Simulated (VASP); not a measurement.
Crystal: CaO.

```xyz
4
Lattice="1.6775 0.9685 6.0004 -1.6775 0.9685 6.0004 0.0000 -1.9371 6.0004" Properties=species:S:1:pos:R:3 pbc="T T T"
Ca    0.0000    0.0000    7.5006
Ca    0.0000    0.0000   10.5008
O     0.0000    0.0000    0.0000
O     0.0000    0.0000   15.0011
```

```yaml
Program: VASP 6.6.1
Task: relaxation of cell and atoms
Functional: PBE
Potentials_or_basis: VASP PAW PBE potentials, release 64 (Ca_sv, O)
Cutoff: 600 eV
k_mesh: 6 × 6 × 6
Occupations: gaussian, width 0.1 eV
Spin: no spin polarisation
```

At the start: pressure -3.0 GPa; volume 14.62 Å³/atom.

Where does the relaxation end?

Over 6 steps the energy falls by 13.5 meV/atom and the volume is 14.21 Å³/atom (-2.8 %); space group R3m (No. 160, to 0.05 Å).

Step by step:
| step | energy change (eV) | largest force (eV/Å) | pressure (GPa) | volume (Å³) |
| --- | --- | --- | --- | --- |
| 1 | 0.0000 | 0.4658 | -2.98 | 58.49 |
| 2 | -0.0496 | 0.1732 | 1.13 | 56.21 |
| 3 | -0.0500 | 0.1820 | 0.76 | 56.39 |
| 4 | -0.0536 | 0.0714 | 0.06 | 56.80 |
| 5 | -0.0537 | 0.0560 | -0.07 | 56.88 |
| 6 | -0.0539 | 0.0185 | -0.02 | 56.86 |

Final structure:
```
CELL_PARAMETERS angstrom
1.67714 0.96830 5.83501
-1.67714 0.96830 5.83501
0.00000 -1.93660 5.83501
ATOMIC_POSITIONS crystal
Ca 0.41536 0.41536 0.41536
Ca 0.58490 0.58490 0.58490
O 0.00123 0.00123 0.00123
O 0.83184 0.83184 0.83184
```
